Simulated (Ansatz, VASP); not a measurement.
FeNi3 in VASP and in Ansatz

```
Ni Fe
1.0
     3.47263    0.00000    0.00000
     0.00000    3.47263    0.00000
     0.00000    0.00000    3.47263
Ni Fe
3 1
Direct
  0.50000 0.50000 0.00000
  0.50000 0.00000 0.50000
  0.00000 0.50000 0.50000
  0.00000 0.00000 0.00000
```

Alike in both runs: task single point; functional PBE; k mesh 8 × 8 × 8; occupations fermi-dirac, width 0.05 eV; collinear spin.

|  | VASP | Ansatz |
| --- | --- | --- |
| version | VASP 6.6.1 | Ansatz 0.2.0 |
| potentials or method | VASP PAW PBE potentials, release 64 (Ni, Fe) | Ansatz PAW |
| plane-wave cutoff (eV) | 520 | 420 |
| valence electrons in the cell | 38 | 70 |

```csv
,VASP,Ansatz,Ansatz less VASP
gap on the k mesh at the Fermi level (eV),none,none,-
pressure (GPa),13.5,13.8,+0.31
net moment per atom (μB),1.16,1.18,+0.014
size of the moment on the site where the two differ most (μB),0.61,0.67,+0.063
```

Site moments also hang on the region over which each program counts them. A gap of «none» marks a metal or a gap that the smearing closes. The functional is the same, so the differences come from potentials, cutoffs and numerics. VASP's potentials hold 38 valence electrons a cell and Ansatz's 70, so a difference there can come from the potentials and not from the codes.
